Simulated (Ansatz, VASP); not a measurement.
# CuI: VASP beside Ansatz

The input POSCAR:

```
CuI
1.0
    0.0000000000      3.0418531130      3.0418531130
    3.0418531130      0.0000000000      3.0418531130
    3.0418531130      3.0418531130      0.0000000000
Cu I
1 1
Direct
    0.0000000000      0.0000000000      0.0000000000
    0.2500000000      0.2500000000      0.2500000000
```

INCAR.step1

```
SYSTEM = CuI
PREC     = Accurate       ! precision mode
ENCUT    = 520            ! plane-wave cutoff, eV
ISMEAR   = 0              ! smearing method
SIGMA    = 0.01           ! smearing width, eV
LREAL    = .FALSE.        ! projectors in reciprocal space
LASPH    = .TRUE.         ! aspherical terms in the spheres
NELM     = 100            ! most SCF steps
NBANDS   = 16             ! bands
GGA      = PE             ! functional
ALGO     = Normal         ! electronic algorithm
EDIFF    = 1E-4           ! SCF threshold, eV
LWAVE    = .TRUE.         ! write WAVECAR
LCHARG   = .FALSE.        ! write CHGCAR
```

File INCAR.step2:

```
SYSTEM = CuI
PREC     = Accurate       ! precision mode
ENCUT    = 520            ! plane-wave cutoff, eV
EDIFF    = 1E-7           ! SCF threshold, eV
ISMEAR   = 0              ! smearing method
SIGMA    = 0.01           ! smearing width, eV
LREAL    = .FALSE.        ! projectors in reciprocal space
LASPH    = .TRUE.         ! aspherical terms in the spheres
NELM     = 100            ! most SCF steps
ALGO     = Normal         ! electronic algorithm
ISIF     = 2              ! what is computed and relaxed
LWAVE    = .FALSE.        ! write WAVECAR
LCHARG   = .TRUE.         ! write CHGCAR
METAGGA  = R2SCAN         ! meta-GGA
LMIXTAU  = .TRUE.       
LELF     = .TRUE.         ! ELF
LVHAR    = .TRUE.       
NBANDS   = 16             ! bands
ISTART   = 1
```

File KPOINTS:

```
regular mesh
0
G
  6 6 6
  0 0 0
```

Input for Ansatz:

```yaml
crystal:
  lattice:
    - [0.0, 3.041853113, 3.041853113]
    - [3.041853113, 0.0, 3.041853113]
    - [3.041853113, 3.041853113, 0.0]
  atoms:
    - { symbol: Cu, position: [0.0, 0.0, 0.0] }
    - { symbol: I, position: [0.25, 0.25, 0.25] }
kpoints:
  mp_grid: { grid: [6, 6, 6] }
hamiltonian:
  xc: r2scan
scf:
  occupations: { method: fixed }
  n_extra_bands: 4
output:
  forces: true
  stress: true
  eigenvalues: true
```

Alike in both runs: task single point; functional r2SCAN; k mesh 6 × 6 × 6; no spin polarisation.

```csv
,VASP,Ansatz
version,VASP 6.6.1,Ansatz 0.2.0
potentials or method,"VASP PAW PBE potentials, release 64 (Cu, I)","plane waves, PAW"
plane-wave cutoff (eV),520,500
occupations,"gaussian, width 0.01 eV",fixed
valence electrons in the cell,18,36
```

```tsv
	VASP	Ansatz	Ansatz less VASP
gap on the k mesh at the Fermi level (eV)	1.58	1.58	-0.003
pressure (GPa)	-1.2	-1.2	+0.03
```

VASP's potentials were made for PBE, not for r2SCAN. VASP's potentials hold 18 valence electrons a cell and Ansatz's 36, so a difference there can come from the potentials and not from the codes.

Neither program's run includes spin-orbit coupling.
